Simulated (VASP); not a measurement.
# AlSi4NO8 in VASP: notebook

The runs below take AlSi4NO8 through single point, with PBE.

Program: VASP 6.6.1. These are calculated values, not measurements. Logs are shortened: lines on timing, memory, paths and dates and some standing lists are left out, and cuts for length are marked.

## Step 1: The cell of the first run

The cell holds an amorphous packing of atoms, 14 atoms: a = 5.758 Å, b = 5.906 Å, c = 5.975 Å, α = 91.49°, β = 89.29°, γ = 92.14°.

## Step 2: Single point, PBE

Input file INCAR:

```
SYSTEM = AlSi4NO8
PREC     = Accurate       ! precision mode
ENCUT    = 520            ! plane-wave cutoff, eV
EDIFF    = 1E-6           ! SCF threshold, eV
ISMEAR   = -1             ! smearing method
SIGMA    = 0.3447         ! smearing width, eV
LREAL    = .FALSE.        ! projectors in reciprocal space
LASPH    = .TRUE.         ! aspherical terms in the spheres
NELM     = 60             ! most SCF steps
ALGO     = Normal         ! electronic algorithm
ISIF     = 2              ! what is computed and relaxed
LWAVE    = .FALSE.        ! write WAVECAR
LCHARG   = .TRUE.         ! write CHGCAR
GGA      = PE             ! functional
LELF     = .TRUE.         ! ELF
LVHAR    = .TRUE.       
NBANDS   = 49             ! bands
ISYM     = 0
```

Input file KPOINTS:

```
Automatic mesh
0
Gamma
  1 1 1
  0.25 0.25 0.25
```

Input file POSCAR:

```
AlSi4NO8
1.0
    5.7572110000     -0.1084800000      0.0355500000
   -0.1084800000      5.9047110000     -0.0767980000
    0.0355500000     -0.0767980000      5.9747940000
Si O Al N
4 8 1 1
Direct
    0.6712281118     -0.0402879869      0.6244076036
    0.0031181283      0.3389379199      0.1080524123
    0.2057286386      0.0358534733      0.0036062870
    0.5567439324      1.0149178212      0.2855131762
    0.3931439455      0.9571854520      0.7419361506
   -0.0172099439      0.4363959067      0.8191703591
    0.8547491047      0.8605895034      0.7993193108
    0.8569788366      0.5433755159      0.2196453225
    0.1728930930      0.8886966078      0.2284329422
    0.2311321870      0.3191876448      0.2692463077
    0.5731499378      0.7826785855      0.3999394238
    0.4098941671      0.4743003179      0.5981403841
    0.7579669483      0.6160666087      0.9479677389
    0.4447742002      0.5023830727      0.8019577399
```

Potentials or basis: VASP PAW PBE potentials, release 64 (Si, O, Al, N).

Started as:

```bash
cat potpaw_PBE.64/Si/POTCAR potpaw_PBE.64/O/POTCAR potpaw_PBE.64/Al/POTCAR potpaw_PBE.64/N/POTCAR > POTCAR
mpirun -np 1 vasp_std > vasp.out
```

OUTCAR:

```text
SYSTEM = AlSi4NO8
   PREC = Accurate
   ENCUT = 520
   EDIFF = 1E-6
   ISMEAR = -1
   LREAL = .FALSE.
   LASPH = .TRUE.
   NELM = 60
   ISIF = 2
   GGA = PE
   ISYM = 0

 ion  position               nearest neighbor table
   1  0.671  0.960  0.624-   7 1.63   5 1.74  11 1.76   4 2.17  13 2.90
   2  0.003  0.339  0.108-   8 1.62  10 1.65   6 1.84   3 2.24  13 2.42
   3  0.206  0.036  0.004-   9 1.62   5 1.95   2 2.24  10 2.28   7 2.55   4 2.66
   4  0.557  0.015  0.286-  11 1.55   1 2.17   9 2.33   3 2.66
   5  0.393  0.957  0.742-   1 1.74   3 1.95
   6  0.983  0.436  0.819-   2 1.84  13 1.85
   7  0.855  0.861  0.799-   1 1.63  13 1.78   3 2.55
   8  0.857  0.543  0.220-   2 1.62  13 1.80
   9  0.173  0.889  0.228-   3 1.62   4 2.33
  10  0.231  0.319  0.269-   2 1.65   3 2.28
  11  0.573  0.783  0.400-   4 1.55   1 1.76
  12  0.410  0.474  0.598-  14 1.24
  13  0.758  0.616  0.948-   7 1.78   8 1.80   6 1.85  14 2.09   2 2.42   1 2.90
  14  0.445  0.502  0.802-  12 1.24  13 2.09

IMPORTANT INFORMATION: All symmetrisations will be switched off!
NOSYMM: (Re-)initialisation of all symmetry stuff for point group C_1.

----------------------------------------------------------------------------------------

                                     Primitive cell

  volume of cell :     203.0000

  direct lattice vectors                    reciprocal lattice vectors
     5.757211000 -0.108480000  0.035550000     0.173761254  0.003179387 -0.000993012
    -0.108480000  5.904711000 -0.076798000     0.003179387  0.169442791  0.002159044
     0.035550000 -0.076798000  5.974794000    -0.000993012  0.002159044  0.167403447

  length of vectors
     5.758342662  5.906206721  5.975393299     0.173793176  0.169486369  0.167420314

  position of ions in fractional coordinates (direct lattice)
     0.671228112  0.959712013  0.624407604
     0.003118128  0.338937920  0.108052412
     0.205728639  0.035853473  0.003606287
     0.556743932  0.014917821  0.285513176
     0.393143946  0.957185452  0.741936151
     0.982790056  0.436395907  0.819170359
     0.854749105  0.860589503  0.799319311
     0.856978837  0.543375516  0.219645322
     0.172893093  0.888696608  0.228432942
     0.231132187  0.319187645  0.269246308
     0.573149938  0.782678586  0.399939424
     0.409894167  0.474300318  0.598140384
     0.757966948  0.616066609  0.947967739
     0.444774200  0.502383073  0.801957740

  ion indices of the primitive-cell ions
[... 75 lines left out ...]
   NUPDOWN=      -1.0000    fix difference up-down
   EMIN   =  10.00;   EMAX   =-10.00  energy-range for DOS
   EFERMI =   0.00;   METHOD = LEGACY
   ISMEAR =    -1;   SIGMA  =   0.34  broadening in eV -4-tet -1-fermi 0-gaus
   EFERMI_NEDOS =   21; number of points for ismear=-14 and -15
   IALGO  =     38    algorithm
   IMIX   =      4    mixing-type and parameters
     AMIX     =   0.40;   BMIX     =  1.00
     AMIX_MAG =   1.60;   BMIX_MAG =  1.00
  volume/ion in A,a.u.               =      14.50        97.85
  Fermi-wavevector in a.u.,A,eV,Ry     =   1.158832  2.189874 18.271136  1.342891
  Thomas-Fermi vector in A             =   2.295430
   LORBIT       =      0    0 simple, 1 ext, 2 COOP (PROOUT), +10 PAW based schemes
   GGA     = PE    functional components
   LHFCALC =     F    Hartree Fock is set to
   AEXX    =    0.0000 exact exchange contribution
   IVDW    =     0    specifies the selected vdW correction
   LEPSILON=     F    determine dielectric tensor
   LRPA    =     F    only Hartree local field effects (RPA)
 non-spin polarized calculation
  energy-cutoff  :      520.00
  volume of cell :      203.00
 maximum number of plane-waves:      5470
 NGX is ok and might be reduce to    42
   NGX = 21   NGY = 21   NGZ = 23

 number of electron      72.0000002 magnetization

 Free energy of the ion-electron system (eV)
  ---------------------------------------------------
  ext. energy  EPLUGINS =         0.00000000
  ---------------------------------------------------
  free energy    TOTEN  =       -87.42115771 eV

  energy without entropy =      -85.54469314  energy(sigma->0) =      -86.48292543

 E-fermi :   2.5033     XC(G=0):  -8.9941

 val. band max:        2.2553217369   @ k =   0.2500   0.2500   0.2500
 cond. band min:       2.6459762496   @ k =   0.2500   0.2500   0.2500
 fundamental gap:      0.3906545127
 Fermi energy:         2.5032523504

 k-point     1 :       0.2500    0.2500    0.2500
  band No.  band energies     occupation
      1     -21.7166      2.00000
      2     -18.2756      2.00000
      3     -17.4566      2.00000
      4     -16.7763      2.00000
      5     -16.1605      2.00000
      6     -15.8269      2.00000
[... 40 lines left out ...]
     47       9.2334      0.00000
     48       9.3882      0.00000
 [bands above 48 left out]

------------------------ aborting loop because EDIFF is reached ----------------------------------------

  FORCE on cell =-STRESS in cart. coord.  units (eV):
  Direction    XX          YY          ZZ          XY          YZ          ZX
  --------------------------------------------------------------------------------------
  -------------------------------------------------------------------------------------
  Total       -5.9952970     15.4036906    -10.3172662     -4.5235826     -4.8985230      2.2088220
  in kB      -47.3178775    121.5736170    -81.4290159    -35.7023722    -38.6615894     17.4331261
  external PRESSURE =      -2.3910921 kB  Pullay stress =       0.0000000 kB

 VOLUME and BASIS-vectors are now :
 -----------------------------------------------------------------------------
  energy-cutoff  :      520.00
  volume of cell :      203.00
      direct lattice vectors                 reciprocal lattice vectors
     5.757211000 -0.108480000  0.035550000     0.173761254  0.003179387 -0.000993012
    -0.108480000  5.904711000 -0.076798000     0.003179387  0.169442791  0.002159044
     0.035550000 -0.076798000  5.974794000    -0.000993012  0.002159044  0.167403447

 POSITION                                       TOTAL-FORCE (eV/Angst)
 -----------------------------------------------------------------------------------
      3.78249      5.54605      3.68086        -1.754364     -0.362393      1.813326
     -0.01497      1.99269      0.61967         1.798934      2.056420     -1.179724
      1.18066      0.18911      0.02611         1.520187     -1.716702     -0.988900
      3.21382      0.00576      1.72453        -1.938753      3.473907     -3.281600
      2.18595      5.55228      4.37338        -0.442892      1.124645      2.649073
      5.63991      2.40727      4.89580        -1.262857     -1.047317      2.772326
      4.85603      4.92742      4.74006        -0.473063      0.478537     -0.023141
      4.88267      3.09864      1.30107        -1.696979     -0.547578     -0.833661
      0.90710      5.21120      1.30274         1.311654     -0.183396     -1.488954
      1.30562      1.83896      1.59240        -0.060954     -0.570150     -1.926262
      3.22906      4.52860      2.34982         1.099415     -1.951425      2.212291
      2.32966      2.71020      3.55191         0.955865      0.213613      4.937107
      4.33064      3.48267      5.64355         1.023099     -0.490102     -1.006406
      2.53467      2.85659      4.76876        -0.079293     -0.478058     -3.655477
 -----------------------------------------------------------------------------------
    total drift:                                0.000179      0.000300      0.000778

  FREE ENERGIE OF THE ION-ELECTRON SYSTEM (eV)
  ---------------------------------------------------
  free  energy   TOTEN  =       -87.4211577094 eV

  energy  without entropy=      -85.5446931409  energy(sigma->0) =      -86.48292543
```

stdout:

```text
POSCAR found type information on POSCAR SiO AlN
 POSCAR found :  4 types and      14 ions
 scaLAPACK will be used
 LDA part: xc-table for (Slater+PW92), standard interpolation
 POSCAR, INCAR and KPOINTS ok, starting setup
 FFT: planning ... GRIDC
 FFT: planning ... GRID_SOFT
 FFT: planning ... GRID
 WAVECAR not read
 entering main loop
```

Run time: 60 s. Hardware: 1 thread of Intel Xeon 8259CL, shared host; peak memory 0.32 GiB.

What came out:

```
Free energy            : -87.4212 eV
Pressure               : -0.2 GPa
Largest force          : 5.157 eV/Å
Band gap on the k mesh : 0.39 eV
```

Forces on the atoms (eV/Å):
```
Si  -1.754 -0.362  1.813
Si   1.799  2.056 -1.180
Si   1.520 -1.717 -0.989
Si  -1.939  3.474 -3.282
O   -0.443  1.125  2.649
O   -1.263 -1.047  2.772
O   -0.473  0.479 -0.023
O   -1.697 -0.548 -0.834
O    1.312 -0.183 -1.489
O   -0.061 -0.570 -1.926
O    1.099 -1.951  2.212
O    0.956  0.214  4.937
Al   1.023 -0.490 -1.006
N   -0.079 -0.478 -3.655
```

Stress tensor (GPa, compression positive):
```
-4.73 -3.57  1.74
-3.57 12.16 -3.87
 1.74 -3.87 -8.14
```

Levels at points of the mesh, in eV from the valence-band top:
| k point | band 33 | band 34 | band 35 | band 36 | band 37 | band 38 | band 39 | band 40 |
| --- | --- | --- | --- | --- | --- | --- | --- | --- |
| (0.25, 0.25, 0.25) | -1.36 | -0.93 | -0.13 | 0.00 | 0.39 | 0.69 | 1.71 | 2.68 |

Caveat: the k points lie up to 1.09 Å⁻¹ apart; the standard files for N, O and F lose accuracy on very short bonds.

## Step 3: Single point, PBE

Input file INCAR:

```
SYSTEM = AlSi4NO8
PREC = Accurate ; ENCUT = 520
EDIFF = 1E-7 ; ISMEAR = -1
SIGMA = 0.3447 ; LREAL = .FALSE.
LASPH = .TRUE. ; NELM = 60
ALGO = Normal ; ISIF = 2
LWAVE = .FALSE. ; LCHARG = .FALSE.
GGA = PE ; NBANDS = 49
ISYM = 0
```

KPOINTS is that of step 2.

Input file POSCAR:

```
AlSi4NO8
1.0
    5.7572110000     -0.1084800000      0.0355500000
   -0.1084800000      5.9047110000     -0.0767980000
    0.0355500000     -0.0767980000      5.9747940000
Si O Al N
4 8 1 1
Direct
    0.4997543300      0.1916281299      0.6958563577
   -0.1232128479      0.4101692289     -0.0238953187
    0.1943161161     -0.0439329596      0.1171665665
    0.7188033398      0.9152301187      0.3078669129
    0.3548869397      1.1276710528      0.9087415651
   -0.1239292214      0.3813796278      0.6289659320
    1.0753873702      0.8255155719      0.9082118854
    0.6181802059      0.4738158470      0.0065165097
    0.4494121453      1.0093018919      0.2865407184
    0.0293115168      0.2075295051      0.2096543959
    0.6997550192      0.9969902638      0.6659412136
    0.3691115655      0.5460272987      0.5362271717
    0.7683748754      0.7049904510      0.6832933704
    0.5749755378      0.5880048870      0.4575324637
```

Potentials or basis: VASP PAW PBE potentials, release 64 (Si, O, Al, N).

Started as:

```bash
cat potpaw_PBE.64/Si/POTCAR potpaw_PBE.64/O/POTCAR potpaw_PBE.64/Al/POTCAR potpaw_PBE.64/N/POTCAR > POTCAR
mpirun -np 1 vasp_std > vasp.out
```

OUTCAR:

```text
SYSTEM = AlSi4NO8
   PREC = Accurate
   ENCUT = 520
   EDIFF = 1E-7
   ISMEAR = -1
   LREAL = .FALSE.
   LASPH = .TRUE.
   NELM = 60
   ISIF = 2
   GGA = PE
   ISYM = 0

 ion  position               nearest neighbor table
   1  0.500  0.192  0.696-   5 1.56  11 1.66   6 2.44  12 2.47   8 2.54   2 2.99   4 3.08
   2  0.877  0.410  0.976-   8 1.56   6 2.08  10 2.08  13 2.60   1 2.99
   3  0.194  0.956  0.117-   7 1.60   9 1.81   5 1.84  10 1.86   4 2.96
   4  0.719  0.915  0.308-   9 1.67  11 2.18  14 2.27  10 2.51  13 2.62   3 2.96   1 3.08
   5  0.355  0.128  0.909-   1 1.56   3 1.84
   6  0.876  0.381  0.629-  13 2.05   2 2.08   1 2.44
   7  0.075  0.826  0.908-   3 1.60  13 2.31
   8  0.618  0.474  0.007-   2 1.56  13 2.52   1 2.54
   9  0.449  0.009  0.287-   4 1.67   3 1.81
  10  0.029  0.208  0.210-   3 1.86   2 2.08   4 2.51
  11  0.700  0.997  0.666-   1 1.66  13 1.79   4 2.18
  12  0.369  0.546  0.536-  14 1.29   1 2.47  13 2.60
  13  0.768  0.705  0.683-  11 1.79  14 1.86   6 2.05   7 2.31   8 2.52   2 2.60  12 2.60   4 2.62
[... 208 lines left out ...]

  FORCE on cell =-STRESS in cart. coord.  units (eV):
  Direction    XX          YY          ZZ          XY          YZ          ZX
  --------------------------------------------------------------------------------------
  -------------------------------------------------------------------------------------
  Total       -5.8260190     -5.1486296     -6.8171823      0.2443931      0.1215776     -2.2059777
  in kB      -45.9818512    -40.6355551    -53.8046066      1.9288723      0.9595510    -17.4106775
  external PRESSURE =     -46.8073377 kB  Pullay stress =       0.0000000 kB

 VOLUME and BASIS-vectors are now :
 -----------------------------------------------------------------------------
  energy-cutoff  :      520.00
  volume of cell :      203.00
      direct lattice vectors                 reciprocal lattice vectors
     5.757211000 -0.108480000  0.035550000     0.173761254  0.003179387 -0.000993012
    -0.108480000  5.904711000 -0.076798000     0.003179387  0.169442791  0.002159044
     0.035550000 -0.076798000  5.974794000    -0.000993012  0.002159044  0.167403447

 POSITION                                       TOTAL-FORCE (eV/Angst)
 -----------------------------------------------------------------------------------
      2.88114      1.02386      4.16065         0.439862      1.062183     -0.088343
      5.03805      2.25185      5.83169         3.507920     -2.035959     -0.646855
      1.01917      5.61522      0.63353         0.981876      5.628644     -0.884951
      4.04996      5.30255      1.79471        -0.533574     -0.367210      0.649344
      2.06161      0.64557      5.43235        -1.192020     -0.741061      1.198841
      5.02471      2.10860      3.75980        -0.548441      2.360993      3.878254
      0.37676      4.79650      5.36566        -1.821674     -2.717851     -0.357516
      3.50783      2.73019      0.02452        -0.810465      1.307017     -0.727735
      2.59654     -0.01583      1.72728        -1.026432     -0.938485     -0.450985
      0.15369      1.20612      1.23775        -1.277520     -1.129332     -1.892947
      3.94416      5.75989      3.92717         0.352767     -1.702535     -0.704439
      2.08488      3.14291      3.17503         0.805106     -0.466421     -0.651745
      4.37151      4.02694      4.05571         2.065775     -1.398511      1.405835
      3.26273      3.37449      2.70894        -0.943180      1.138529     -0.726758
 -----------------------------------------------------------------------------------
    total drift:                               -0.000218      0.000201      0.000296

  FREE ENERGIE OF THE ION-ELECTRON SYSTEM (eV)
  ---------------------------------------------------
  free  energy   TOTEN  =       -87.0077963925 eV

  energy  without entropy=      -85.4112819402  energy(sigma->0) =      -86.20953917
```

OSZICAR:

```text
N       E                     dE             d eps       ncg     rms          rms(c)
DAV:   1     0.412099736886E+03    0.41210E+03   -0.35675E+04    98   0.133E+03
DAV:   2    -0.629924765059E+02   -0.47509E+03   -0.45919E+03   132   0.290E+02
DAV:   3    -0.997347534978E+02   -0.36742E+02   -0.36336E+02   116   0.845E+01
[... 12 lines left out ...]
DAV:  16    -0.870077923102E+02   -0.14583E-04   -0.17353E-05   108   0.206E-02    0.608E-03
DAV:  17    -0.870077955078E+02   -0.31976E-05   -0.41758E-06   124   0.110E-02    0.281E-03
DAV:  18    -0.870077962644E+02   -0.75661E-06   -0.11988E-06   116   0.533E-03    0.212E-03
DAV:  19    -0.870077963946E+02   -0.13020E-06   -0.20340E-07    84   0.257E-03    0.111E-03
DAV:  20    -0.870077963925E+02    0.21200E-08   -0.14761E-07    84   0.185E-03
   1 F= -.87007796E+02 E0= -.86209539E+02  d E =-.159651E+01
```

stdout:

```text
POSCAR found type information on POSCAR SiO AlN
 POSCAR found :  4 types and      14 ions
 scaLAPACK will be used
 LDA part: xc-table for (Slater+PW92), standard interpolation
 POSCAR, INCAR and KPOINTS ok, starting setup
 FFT: planning ... GRIDC
 FFT: planning ... GRID_SOFT
 FFT: planning ... GRID
 WAVECAR not read
 entering main loop
```

Wall time 55 s (1 thread of Intel Xeon 8259CL, shared host); peak memory 0.32 GiB.

What came out:

- Free energy: -87.0078 eV
- Pressure: -4.7 GPa
- Largest force: 5.782 eV/Å
- Band gap on the k mesh: 0.41 eV

Forces on the atoms (eV/Å):
```
Si   0.440  1.062 -0.088
Si   3.508 -2.036 -0.647
Si   0.982  5.629 -0.885
Si  -0.534 -0.367  0.649
O   -1.192 -0.741  1.199
O   -0.548  2.361  3.878
O   -1.822 -2.718 -0.358
O   -0.810  1.307 -0.728
O   -1.026 -0.938 -0.451
O   -1.278 -1.129 -1.893
O    0.353 -1.703 -0.704
O    0.805 -0.466 -0.652
Al   2.066 -1.399  1.406
N   -0.943  1.139 -0.727
```

Stress tensor (GPa, compression positive):
```
-4.60  0.19 -1.74
 0.19 -4.06  0.10
-1.74  0.10 -5.38
```

Caveat: the k points lie up to 1.09 Å⁻¹ apart.

## Step 4: Single point, PBE

Input file INCAR:

```
PREC     = Accurate       # precision mode
ENCUT    = 520            # plane-wave cutoff, eV
EDIFF    = 1E-6           # SCF threshold, eV
ISMEAR   = -1             # smearing method
SIGMA    = 0.3447         # smearing width, eV
LREAL    = F              # projectors in reciprocal space
LASPH    = T              # aspherical terms in the spheres
NELM     = 80             # most SCF steps
ALGO     = Normal         # electronic algorithm
ISIF     = 2              # what is computed and relaxed
LWAVE    = F              # write WAVECAR
LCHARG   = T              # write CHGCAR
GGA      = PE             # functional
LELF     = T              # ELF
LVHAR    = T            
ISYM     = 0            
NBANDS   = 49             # bands
```

KPOINTS is that of step 3.

Input file POSCAR:

```
AlSi4NO8
1.0
    5.7572110000     -0.1084800000      0.0355500000
   -0.1084800000      5.9047110000     -0.0767980000
    0.0355500000     -0.0767980000      5.9747940000
Si O Al N
4 8 1 1
Direct
    0.4071067727      0.2271248921      0.7522058655
   -0.1812194205      0.4397226383      0.0627722344
    0.1473988990      0.0596550210      0.0988414589
    0.3969977321      0.9461266414      0.5080480372
    0.1782576550      1.0212929975      0.8072554803
   -0.1348856252      0.3810799886      0.7898329825
    0.8077664358      0.6681867244      1.2012682458
    0.5421273195      0.3656965008     -0.0022112673
    0.2859101459      0.8984762931      0.2707924452
   -0.0416720969      0.2358101244      0.2152949857
    0.6922705502      0.9054181328      0.5692583014
    0.3417221538      0.4923420740      0.6193734318
    0.8138816021      0.5982497408      0.5106897230
    0.4513947139      0.6261383174      0.4546799586
```

Started as:

```bash
cat potpaw_PBE.64/Si/POTCAR potpaw_PBE.64/O/POTCAR potpaw_PBE.64/Al/POTCAR potpaw_PBE.64/N/POTCAR > POTCAR
mpirun -np 1 vasp_std > vasp.out
```

It took 50 s on 1 thread of Intel Xeon 8259CL, shared host; peak memory 0.32 GiB.

The run converged. Its results:

```yaml
Free_energy: -90.8674 eV
Pressure: -2.6 GPa
Largest_force: 6.873 eV/Å
Band_gap_on_the_k_mesh: 0.49 eV
```

Forces on the atoms (eV/Å):
```
Si   1.340  4.360  0.850
Si  -1.073 -2.860 -3.600
Si  -0.453  0.543 -0.167
Si   5.677 -3.645  1.310
O    0.134  0.566  2.640
O    1.972  2.582 -1.952
O    2.095  0.568  1.243
O   -3.840 -2.624 -0.269
O   -2.697  2.000 -4.313
O   -0.166  0.352 -1.033
O    0.209  0.251  0.471
O   -1.400 -1.433  1.186
Al  -2.221  1.668  0.928
N    0.422 -2.328  2.707
```

Stress tensor (GPa, compression positive):
```
-0.76  4.63 -7.40
 4.63 -5.21  3.02
-7.40  3.02 -1.86
```

Levels at points of the mesh, in eV from the valence-band top:
| k point | band 33 | band 34 | band 35 | band 36 | band 37 | band 38 | band 39 | band 40 |
| --- | --- | --- | --- | --- | --- | --- | --- | --- |
| (0.25, 0.25, 0.25) | -2.59 | -2.15 | -1.47 | 0.00 | 0.49 | 0.96 | 1.43 | 1.99 |

Caveat: the k points lie up to 1.09 Å⁻¹ apart.
